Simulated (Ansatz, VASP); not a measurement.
AlN in VASP and in Ansatz

```xyz
4
Lattice="3.1577 0.0000 0.0000 -1.5788 2.7346 0.0000 0.0000 0.0000 5.1273" Properties=species:S:1:pos:R:3 pbc="T T T"
Al    0.0000    1.8231    0.0000
Al    1.5788    0.9115    2.5637
N     0.0000    1.8231    1.9740
N     1.5788    0.9115    4.5377
```

Change from the starting cell: strain +0.015 along x and y, +0.030 along z, atoms carried along.

Alike in both runs: task single point; functional PBEsol; k mesh 12 × 12 × 6; occupations gaussian, width 0.05 eV; no spin polarisation.

|  | VASP | Ansatz |
| --- | --- | --- |
| version | VASP 6.6.1 | Ansatz 0.2.0 |
| potentials or method | VASP PAW PBE potentials, release 64 (Al, N), cutoff 600 eV | scalar-relativistic, plane waves, PAW |
| valence electrons in the cell | 16 | 16 |

```tsv
	VASP	Ansatz	Ansatz less VASP
gap on the k mesh at the Fermi level (eV)	3.61	3.60	-0.014
least direct gap on the mesh (eV)	3.61	3.60	-0.014
pressure (GPa)	-10.2	-9.9	+0.26
traceless stress, the component that is largest in VASP (GPa)	-3.55	-3.51	+0.047
rms of the force components (eV/Å)	0.163	0.161	-0.0015
```

VASP's potentials were made for PBE, not for PBEsol. Atom by atom the forces differ by 0.002 eV/Å (rms over components).
